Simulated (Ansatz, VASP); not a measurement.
**Si2Mo in VASP and in Ansatz**

INCAR

```
SYSTEM = Si2Mo
ALGO = Fast ; EDIFF = 1E-6
ENCUT = 520 ; GGA = PE
ISIF = 2 ; ISMEAR = 0
KPAR = 4 ; LASPH = .TRUE.
LCHARG = .TRUE. ; LREAL = Auto
LVHAR = .TRUE. ; LWAVE = .FALSE.
NBANDS = 106 ; NELM = 100
PREC = Accurate ; SIGMA = 0.1
```

KPOINTS

```
k-points
0
G
  5 5 4
  0 0 0
```

The input POSCAR:

```
Si2Mo
1.0
   -6.4909400000     -0.1622950000     -0.1420510000
   -0.1647410000     -6.5936460000     -0.1084500000
    0.1762370000      0.1315210000      8.1205290000
Mo Si
8 16
Direct
    0.8127383100      0.7952123394      0.8624881119
    0.9683654945      0.4037216204      0.3520249525
    0.7393690300      0.2200480780      0.8011611500
    0.4866227117      0.5183163874      0.0048915079
    0.0105503179      0.4755851523      0.9866959081
    0.4461451164      0.0125703202      0.0164574527
    0.2689597919      0.7745345389      0.4980346609
    0.7615591792      0.7847355822      0.4808149247
    0.5341827134      0.5273945323      0.3344139274
    0.2248145754      0.7389414118      0.8338080727
    0.4828507992      0.9880663806      0.3254593753
    0.2902044763      0.2770995046      0.8098698199
    0.9885195975      0.0064093344      0.3258319266
    0.7524126791      0.7430977043      0.1631347984
    0.5442868206      0.5567355519      0.6917379524
    0.2253646711      0.7271161090      0.1797330436
    0.9395259884      0.4956992835      0.6592716716
    0.7414400684      0.2503658923      0.1211685750
    0.5034505270      0.9462247210      0.7032909394
    0.2774168827      0.3034295834      0.1870139809
    0.0032684295      0.9869556800      0.6621725464
    0.2468243254      0.2037129214      0.5137954534
    0.7044378648      0.2066344402      0.4933078658
    0.0502109433      0.0501023197      0.0013665300
```

Input for Ansatz:

```yaml
crystal:
  lattice:
    - [-6.49094, -0.162295, -0.142051]
    - [-0.164741, -6.593646, -0.10845]
    - [0.176237, 0.131521, 8.120529]
  atoms:
    - { symbol: Mo, position: [0.81273831, 0.7952123394, 0.8624881119] }
    - { symbol: Si, position: [0.5341827134, 0.5273945323, 0.3344139274] }
    - { symbol: Si, position: [0.2248145754, 0.7389414118, 0.8338080727] }
    - { symbol: Mo, position: [0.9683654945, 0.4037216204, 0.3520249525] }
    - { symbol: Mo, position: [0.73936903, 0.220048078, 0.80116115] }
    - { symbol: Si, position: [0.4828507992, 0.9880663806, 0.3254593753] }
    - { symbol: Si, position: [0.2902044763, 0.2770995046, 0.8098698199] }
    - { symbol: Si, position: [0.9885195975, 0.0064093344, 0.3258319266] }
    - { symbol: Si, position: [0.7524126791, 0.7430977043, 0.1631347984] }
    - { symbol: Si, position: [0.5442868206, 0.5567355519, 0.6917379524] }
    - { symbol: Si, position: [0.2253646711, 0.727116109, 0.1797330436] }
    - { symbol: Si, position: [0.9395259884, 0.4956992835, 0.6592716716] }
    - { symbol: Si, position: [0.7414400684, 0.2503658923, 0.121168575] }
    - { symbol: Si, position: [0.503450527, 0.946224721, 0.7032909394] }
    - { symbol: Si, position: [0.2774168827, 0.3034295834, 0.1870139809] }
    - { symbol: Si, position: [0.0032684295, 0.98695568, 0.6621725464] }
    - { symbol: Mo, position: [0.4866227117, 0.5183163874, 0.0048915079] }
    - { symbol: Si, position: [0.2468243254, 0.2037129214, 0.5137954534] }
    - { symbol: Mo, position: [0.0105503179, 0.4755851523, 0.9866959081] }
    - { symbol: Si, position: [0.7044378648, 0.2066344402, 0.4933078658] }
    - { symbol: Mo, position: [0.4461451164, 0.0125703202, 0.0164574527] }
    - { symbol: Mo, position: [0.2689597919, 0.7745345389, 0.4980346609] }
    - { symbol: Si, position: [0.0502109433, 0.0501023197, 0.00136653] }
    - { symbol: Mo, position: [0.7615591792, 0.7847355822, 0.4808149247] }
basis:
  ecutwfc: 420
kpoints:
  mp_grid: { grid: [5, 5, 4] }
hamiltonian:
  xc: pbe
scf:
  occupations: { method: gaussian, width: 0.1 }
  n_extra_bands: 12
output:
  forces: true
  stress: true
  eigenvalues: true
  populations: true
  dos:
    method: { smearing: { sigma: 0.1, scheme: gaussian } }
    projected: true
    de: 0.02
  write_density: true
  write_potential: true
  elf: true
  volumetric_format: npy
```

Alike in both runs: task single point; functional PBE; k mesh 5 × 5 × 4; occupations gaussian, width 0.1 eV; no spin polarisation.

|  | VASP | Ansatz |
| --- | --- | --- |
| version | VASP 6.6.1 | Ansatz 0.2.0 |
| potentials or method | VASP PAW PBE potentials, release 64 (Mo_sv, Si), cutoff 520 eV | scalar-relativistic, plane waves, PAW |
| valence electrons in the cell | 176 | 176 |

```csv
,VASP,Ansatz,Ansatz less VASP
gap on the k mesh at the Fermi level (eV),none,none,-
pressure (GPa),0.1,-0.1,-0.12
rms of the force components (eV/Å),0.021,0.020,-0.0008
```

A gap of «none» marks a metal or a gap that the smearing closes.
